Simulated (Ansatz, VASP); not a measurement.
# Two plane-wave programs on SiNi3

```
Si Ni
1.0
     3.50513    0.00000    0.00000
     0.00000    3.50513    0.00000
     0.00000    0.00000    3.50513
Si Ni
1 3
Direct
  0.00000 0.00000 0.00000
  0.00000 0.50000 0.50000
  0.50000 0.50000 0.00000
  0.50000 0.00000 0.50000
```

Alike in both runs: functional PBE; k mesh 6 × 6 × 6; occupations gaussian, width 0.1 eV; no spin polarisation.

Ansatz relaxed the structure, and its values are those at the end. VASP's run is a single point on that final structure, the one shown.

|  | VASP | Ansatz |
| --- | --- | --- |
| version | VASP 6.6.1 | Ansatz 0.2.0 |
| potentials or method | VASP PAW PBE potentials, release 64 (Si, Ni), cutoff 600 eV | scalar-relativistic, plane waves, PAW |
| valence electrons in the cell | 34 | 58 |

```tsv
	VASP	Ansatz	Ansatz less VASP
gap on the k mesh at the Fermi level (eV)	none	none	-
pressure (GPa)	0.2	0.3	+0.05
```

A gap of «none» marks a metal or a gap that the smearing closes. With one functional, cell and mesh, what is left measures potentials, basis and numerics. VASP's potentials hold 34 valence electrons a cell and Ansatz's 58, so a difference there can come from the potentials and not from the codes.
